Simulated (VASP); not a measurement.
The system is CoO.

```
Co O
1.0
    -1.50800    1.50800    2.10725
     1.50800   -1.50800    2.10725
     1.50800    1.50800   -2.10725
Co O
1 1
Direct
  0.00000 0.00000 0.00000
  0.50000 0.50000 0.00000
```

```yaml
Program: VASP 6.6.1
Task: relaxation of cell and atoms
Functional: PBEsol
Dispersion: D3(BJ)
Potentials_or_basis: VASP PAW PBE potentials, release 64 (Co, O)
Cutoff: 600 eV
k_mesh: 12 × 12 × 12
Occupations: fermi-dirac, width 0.05 eV
Spin: collinear spin, ferromagnetic start
Starting_moments: "[2.0, 0.0] μB"
```

At the start: pressure 32.0 GPa; volume 9.58 Å³/atom.

**Question.** How do energy, volume and symmetry change on relaxing?

**Answer.** Over 14 steps the energy falls by 2.1 meV/atom and the volume is 9.61 Å³/atom (+0.3 %); space group Fm-3m (No. 225, to 0.1 Å) before and after; moment 2.93 μB per cell.

The path:
```
step  energy change (eV)  largest force (eV/Å)  pressure (GPa)  volume (Å³)
   1              0.0000                0.0000           31.97        19.17
   2              0.9374                0.0000          -28.31        24.98
   3              0.3361                0.0000          -28.06        21.74
   4              0.1301                0.0000          -21.94        20.43
   5              0.0504                0.0000          -18.01        19.79
   6              0.0173                0.0000          -15.85        19.48
   7              0.0025                0.0000          -14.11        19.32
   8             -0.0033                0.0000           -8.06        19.25
   9             -0.0040                0.0000            4.17        19.21
  10             -0.0041                0.0000           -1.37        19.22
  11             -0.0041                0.0000           -0.15        19.22
  12             -0.0041                0.0000            0.22        19.22
  13             -0.0041                0.0000            0.15        19.22
  14             -0.0041                0.0000           -0.09        19.22
```

Final structure:
```yaml
crystal:
  lattice:
    - [-1.50843, 1.50843, 2.11138]
    - [1.50843, -1.50843, 2.11138]
    - [1.50843, 1.50843, -2.11138]
  atoms:
    - { symbol: Co, position: [0.00000, 0.00000, 0.00000] }
    - { symbol: O, position: [0.50000, 0.50000, 0.00000] }
```

Caveat: the PAW data sets were made with another functional, which shifts forces and pressure a little; a cell with one magnetic atom can't hold antiferromagnetic order, which such compounds often take.
